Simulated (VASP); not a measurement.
# CoPtO2 (R-3m) in VASP: single point with PBE+U

Aim: the single point of CoPtO2 with PBE+U.

Program: VASP 6.6.1. These are calculated values, not measurements. Logs are shortened: lines on timing, memory, paths and dates and some standing lists are left out, and cuts for length are marked.

### 1 The cell of the first run

It takes space group R-3m (No. 166, trigonal). The conventional cell has a = 2.832 Å, b = 2.832 Å, c = 17.863 Å, α = 90.00°, β = 90.00°, γ = 120.00°. Within 2.5 Å of Co (site symmetry -3m) lie 6 O at 1.91 Å. Within 2.6 Å of Pt (site symmetry -3m) lie 2 O at 2.00 Å. O (site symmetry 3m) has 3 Co at 1.91 Å and 1 Pt at 2.00 Å and 3 O at 2.55 Å within 2.6 Å.

### 2 Single point, PBE+U, collinear spin, zero start (10.34 Å³/atom)

Input file INCAR:

```
PREC     = Accurate       # precision mode
ENCUT    = 520            # plane-wave cutoff, eV
EDIFF    = 1E-6           # SCF threshold, eV
ISMEAR   = 0              # smearing method
SIGMA    = 0.05           # smearing width, eV
LREAL    = False          # projectors in reciprocal space
LASPH    = True           # aspherical terms in the spheres
NELM     = 150            # most SCF steps
ALGO     = Normal         # electronic algorithm
ISIF     = 2              # what is computed and relaxed
LWAVE    = False          # write WAVECAR
LCHARG   = True           # write CHGCAR
ISPIN    = 2              # spin polarisation
MAGMOM   = 0 0 0 0        # initial moments
LORBIT   = 11             # projections on sites
LMAXMIX  = 4              # l up to which the mixer works
LDAU     = True           # DFT+U
LDAUTYPE = 2            
LDAUL    = 2 -1 -1        # shell
LDAUU    = 3.3 0 0        # U, eV
LDAUJ    = 0 0 0        
LDAUPRINT= 1            
GGA      = PE             # functional
LELF     = True           # ELF
LVHAR    = True         
NBANDS   = 28             # bands
```

Input file KPOINTS:

```
regular mesh
0
Gamma
  12 12 12
```

Input file POSCAR:

```
CoPtO2
1.0
    1.4161432469      0.8176106848      5.9544300023
   -1.4161432469      0.8176106848      5.9544300023
    0.0000000000     -1.6352213696      5.9544300023
Co Pt O
1 1 2
Direct
    0.5000000000      0.5000000000      0.5000000000
    0.0000000000      0.0000000000      0.0000000000
    0.8881822582      0.8881822582      0.8881822582
    0.1118177418      0.1118177418      0.1118177418
```

Potentials or basis: VASP PAW PBE potentials, release 64 (Co, Pt, O).

Run with:

```bash
> cat potpaw_PBE.64/Co/POTCAR potpaw_PBE.64/Pt/POTCAR potpaw_PBE.64/O/POTCAR > POTCAR
> mpirun -np 1 vasp_std > vasp.out
```

OUTCAR:

```text
PREC = Accurate
   ENCUT = 520
   EDIFF = 1E-6
   ISMEAR = 0
   LREAL = False
   LASPH = True
   NELM = 150
   ISIF = 2
   ISPIN = 2
   LORBIT = 11
   GGA = PE

 ion  position               nearest neighbor table
   1  0.500  0.500  0.500-   4 1.91   3 1.91   4 1.91   4 1.91   3 1.91   3 1.91
   2  0.000  0.000  0.000-   3 2.00   4 2.00
   3  0.888  0.888  0.888-   1 1.91   1 1.91   1 1.91   2 2.00
   4  0.112  0.112  0.112-   1 1.91   1 1.91   1 1.91   2 2.00

  LATTYP: Found a trigonal (rhomboedric) cell.
 ALAT       =     6.1748834467
 COS(alpha) =     0.8948070007

  Lattice vectors:

 A1 = (   1.4161432469,   0.8176106848,   5.9544300023)
 A2 = (  -1.4161432469,   0.8176106848,   5.9544300023)
 A3 = (   0.0000000000,  -1.6352213696,   5.9544300023)

Analysis of symmetry for initial positions (statically):
=====================================================================
 Subroutine PRICEL returns:
 Original cell was already a primitive cell.

 Routine SETGRP: Setting up the symmetry group for a
 trigonal (rhombohedral) supercell.

 Subroutine GETGRP returns: Found 12 space group operations
 (whereof 12 operations were pure point group operations)
 out of a pool of 12 trial point group operations.

The static configuration has the point symmetry D_3d.

Analysis of symmetry for dynamics (positions and initial velocities):
=====================================================================
 Subroutine PRICEL returns:
 Original cell was already a primitive cell.

 Routine SETGRP: Setting up the symmetry group for a
 trigonal (rhombohedral) supercell.

 Subroutine GETGRP returns: Found 12 space group operations
 (whereof 12 operations were pure point group operations)
 out of a pool of 12 trial point group operations.

The dynamic configuration has the point symmetry D_3d.

Analysis of structural, dynamic, and magnetic symmetry:
=====================================================================
 Subroutine PRICEL returns:
 Original cell was already a primitive cell.

 Routine SETGRP: Setting up the symmetry group for a
 trigonal (rhombohedral) supercell.

 Subroutine GETGRP returns: Found 12 space group operations
 (whereof 12 operations were pure point group operations)
 out of a pool of 12 trial point group operations.

The overall configuration has the point symmetry D_3d.

 Subroutine INISYM returns: Found 12 space group operations
 (whereof 12 operations are pure point group operations),
 and found     1 'primitive' translations

----------------------------------------------------------------------------------------

                                     Primitive cell

  volume of cell :      41.3662

  direct lattice vectors                    reciprocal lattice vectors
     1.416143247  0.817610685  5.954430002     0.353071627  0.203845999  0.055980729
    -1.416143247  0.817610685  5.954430002    -0.353071627  0.203845999  0.055980729
     0.000000000 -1.635221370  5.954430002     0.000000000 -0.407691998  0.055980729

  length of vectors
     6.174883447  6.174883447  6.174883447     0.411517444  0.411517444  0.411517444

  position of ions in fractional coordinates (direct lattice)
     0.500000000  0.500000000  0.500000000
     0.000000000  0.000000000  0.000000000
     0.888182258  0.888182258  0.888182258
     0.111817742  0.111817742  0.111817742

  ion indices of the primitive-cell ions
   primitive index   ion index
                 1           1
                 2           2
                 3           3
                 4           4
[... 80 lines left out ...]
   POTIM  = 0.5000    time-step for ionic-motion
   TEBEG  =    0.0;   TEEND  =   0.0 temperature during run
   PSTRESS=    0.0 pullay stress
   NELECT =      31.0000    total number of electrons
   NUPDOWN=      -1.0000    fix difference up-down
   EMIN   =  10.00;   EMAX   =-10.00  energy-range for DOS
   EFERMI =   0.00;   METHOD = LEGACY
   ISMEAR =     0;   SIGMA  =   0.05  broadening in eV -4-tet -1-fermi 0-gaus
   EFERMI_NEDOS =   21; number of points for ismear=-14 and -15
   IALGO  =     38    algorithm
   IMIX   =      4    mixing-type and parameters
     AMIX     =   0.40;   BMIX     =  1.00
     AMIX_MAG =   1.60;   BMIX_MAG =  1.00
  volume/ion in A,a.u.               =      10.34        69.79
  Fermi-wavevector in a.u.,A,eV,Ry     =   1.487009  2.810040 30.085154  2.211196
  Thomas-Fermi vector in A             =   2.600224
   LORBIT       =     11    0 simple, 1 ext, 2 COOP (PROOUT), +10 PAW based schemes
 LDA+U is selected, type is set to LDAUTYPE =  2
   angular momentum for each species LDAUL =     2   -1   -1
   U (eV)           for each species LDAUU =   3.3  0.0  0.0
   J (eV)           for each species LDAUJ =   0.0  0.0  0.0
   GGA     = PE    functional components
   LHFCALC =     F    Hartree Fock is set to
   AEXX    =    0.0000 exact exchange contribution
   IVDW    =     0    specifies the selected vdW correction
   LEPSILON=     F    determine dielectric tensor
   LRPA    =     F    only Hartree local field effects (RPA)
 spin polarized calculation
 Gauss-broadening in eV      SIGMA  =   0.05
  energy-cutoff  :      520.00
  volume of cell :       41.37
 maximum number of plane-waves:      1130
 NGX is ok and might be reduce to    48
   NGX = 23   NGY = 23   NGZ = 23

 number of electron      30.9999996 magnetization       0.0000098

atom =   1  type =  1  l = 2

 onsite density matrix

spin component  1

  0.7809 -0.0000  0.0000  0.2658  0.0000
 -0.0000  0.5869 -0.0000  0.0000  0.2658
  0.0000 -0.0000  0.9671 -0.0000 -0.0000
  0.2658  0.0000 -0.0000  0.5869 -0.0000
  0.0000  0.2658 -0.0000 -0.0000  0.7809

spin component  2

  0.7808 -0.0000  0.0000  0.2658  0.0000
 -0.0000  0.5869 -0.0000  0.0000  0.2658
  0.0000 -0.0000  0.9671 -0.0000 -0.0000
  0.2658  0.0000 -0.0000  0.5869 -0.0000
  0.0000  0.2658 -0.0000 -0.0000  0.7808

 occupancies and eigenvectors

  o =  0.4009  v =  0.0000  0.0000  0.0000  0.0000  0.0000  0.0000  0.8194 -0.0000  0.0000 -0.5732      0.0000  0.0000  0.0000  0.0000  0.0000  0.0000  0.0000  0.0000  0.0000  0.0000
  o =  0.4009  v =  0.0000  0.0000  0.0000  0.0000  0.0000  0.5732  0.0000 -0.0000 -0.8194 -0.0000      0.0000  0.0000  0.0000  0.0000  0.0000  0.0000  0.0000  0.0000  0.0000  0.0000
  o =  0.4010  v =  0.0000  0.8194 -0.0000  0.0000 -0.5732  0.0000  0.0000  0.0000  0.0000  0.0000      0.0000  0.0000  0.0000  0.0000  0.0000  0.0000  0.0000  0.0000  0.0000  0.0000
  o =  0.4010  v =  0.5732  0.0000 -0.0000 -0.8194 -0.0000  0.0000  0.0000  0.0000  0.0000  0.0000      0.0000  0.0000  0.0000  0.0000  0.0000  0.0000  0.0000  0.0000  0.0000  0.0000
  o =  0.9668  v =  0.0000  0.0000  0.0000  0.0000  0.0000  0.0000 -0.5732 -0.0000  0.0000 -0.8194      0.0000  0.0000  0.0000  0.0000  0.0000  0.0000  0.0000  0.0000  0.0000  0.0000
  o =  0.9668  v =  0.0000  0.0000  0.0000  0.0000  0.0000 -0.8194  0.0000 -0.0000 -0.5732 -0.0000      0.0000  0.0000  0.0000  0.0000  0.0000  0.0000  0.0000  0.0000  0.0000  0.0000
  o =  0.9668  v =  0.0000 -0.5732 -0.0000  0.0000 -0.8194  0.0000  0.0000  0.0000  0.0000  0.0000      0.0000  0.0000  0.0000  0.0000  0.0000  0.0000  0.0000  0.0000  0.0000  0.0000
  o =  0.9668  v = -0.8194  0.0000 -0.0000 -0.5732 -0.0000  0.0000  0.0000  0.0000  0.0000  0.0000      0.0000  0.0000  0.0000  0.0000  0.0000  0.0000  0.0000  0.0000  0.0000  0.0000
  o =  0.9671  v =  0.0000 -0.0000  1.0000 -0.0000 -0.0000  0.0000  0.0000  0.0000  0.0000  0.0000      0.0000  0.0000  0.0000  0.0000  0.0000  0.0000  0.0000  0.0000  0.0000  0.0000
  o =  0.9671  v =  0.0000  0.0000  0.0000  0.0000  0.0000  0.0000 -0.0000  1.0000  0.0000 -0.0000      0.0000  0.0000  0.0000  0.0000  0.0000  0.0000  0.0000  0.0000  0.0000  0.0000

 number of electron      30.9999996 magnetization      -0.0000025

 Free energy of the ion-electron system (eV)
  ---------------------------------------------------
  ext. energy  EPLUGINS =         0.00000000
  ---------------------------------------------------
  free energy    TOTEN  =       -24.38862904 eV

  energy without entropy =      -24.38657498  energy(sigma->0) =      -24.38760201

 E-fermi :   8.6699     XC(G=0): -12.6286

 val. band max:        8.6623603114   @ k =   0.4167   0.3333  -0.0000
 cond. band min:       8.6705140027   @ k =   0.4167   0.0833   0.0000
 fundamental gap:      0.0081536912
 Fermi energy:         8.6699337379

 spin component 1

 k-point     1 :       0.0000    0.0000    0.0000
  band No.  band energies     occupation
      1     -12.8388      1.00000
      2     -10.9869      1.00000
      3      -1.1274      1.00000
      4       1.5718      1.00000
      5       2.1915      1.00000
      6       2.1915      1.00000
[... 1433 lines left out ...]
     26      24.3369      0.00000
     27      25.7630      0.00000

 [... further k-points ...]

 [bands above 27 left out]

------------------------ aborting loop because EDIFF is reached ----------------------------------------

  FORCE on cell =-STRESS in cart. coord.  units (eV):
  Direction    XX          YY          ZZ          XY          YZ          ZX
  --------------------------------------------------------------------------------------
  -------------------------------------------------------------------------------------
  Total        0.7662188      0.7662188      1.1481684      0.0000000     -0.0000000      0.0000000
  in kB       29.6768763     29.6768763     44.4703942      0.0000000     -0.0000000      0.0000000
  external PRESSURE =      34.6080489 kB  Pullay stress =       0.0000000 kB

 VOLUME and BASIS-vectors are now :
 -----------------------------------------------------------------------------
  energy-cutoff  :      520.00
  volume of cell :       41.37
      direct lattice vectors                 reciprocal lattice vectors
     1.416143247  0.817610685  5.954430002     0.353071627  0.203845999  0.055980729
    -1.416143247  0.817610685  5.954430002    -0.353071627  0.203845999  0.055980729
     0.000000000 -1.635221370  5.954430002     0.000000000 -0.407691998  0.055980729

 POSITION                                       TOTAL-FORCE (eV/Angst)
 -----------------------------------------------------------------------------------
      0.00000      0.00000      8.93165         0.000000      0.000000     -0.000000
      0.00000      0.00000      0.00000        -0.000000      0.000000     -0.000000
      0.00000      0.00000     15.86586        -0.000000     -0.000000     -0.108002
      0.00000      0.00000      1.99743        -0.000000      0.000000      0.108002
 -----------------------------------------------------------------------------------
    total drift:                                0.000000      0.000000      0.000000

  FREE ENERGIE OF THE ION-ELECTRON SYSTEM (eV)
  ---------------------------------------------------
  free  energy   TOTEN  =       -24.3886290409 eV

  energy  without entropy=      -24.3865749838  energy(sigma->0) =      -24.38760201

 total charge

# of ion       s       p       d       tot
------------------------------------------
    1        0.425   0.654   7.368   8.447
    2        0.647   0.573   8.001   9.221
    3        1.554   3.466   0.000   5.020
    4        1.554   3.466   0.000   5.020
--------------------------------------------------
tot          4.181   8.158  15.369  27.708

 magnetization (x)

# of ion       s       p       d       tot
------------------------------------------
    1       -0.000  -0.000   0.000  -0.000
    2        0.000   0.000   0.000   0.000
    3       -0.000   0.000   0.000  -0.000
    4       -0.000   0.000   0.000  -0.000
--------------------------------------------------
tot         -0.000   0.000   0.000   0.000
```

Run time: 13 min. Hardware: 1 thread of Intel Xeon 6975P-C (Granite Rapids), shared host; peak memory 0.65 GiB.

What came out:

```yaml
Free_energy: -24.3886 eV
Pressure: 3.5 GPa
Largest_force: 0.108 eV/Å
Net_moment: 0.00 μB per cell
Valence_electrons_inside_the_program's_atomic_spheres: Co 8.45; Pt 9.22; O 5.02
```

Forces on the atoms (eV/Å):
```
Co   0.000  0.000  0.000
Pt   0.000  0.000  0.000
O    0.000  0.000 -0.108
O    0.000  0.000  0.108
```

Stress tensor (GPa, compression positive):
```
2.97 0.00 0.00
0.00 2.97 0.00
0.00 0.00 4.45
```

Eigenvalues of the final occupation matrices:
```tsv
site	spin	trace	eigenvalues
site 1 d	1	3.70	0.40 0.40 0.97 0.97 0.97
site 1 d	2	3.70	0.40 0.40 0.97 0.97 0.97
```

Caveat: the cell stands under pressure; no moment was typed at the start, so none could form; spin-orbit coupling is left out, which moves the levels of the heavy elements.
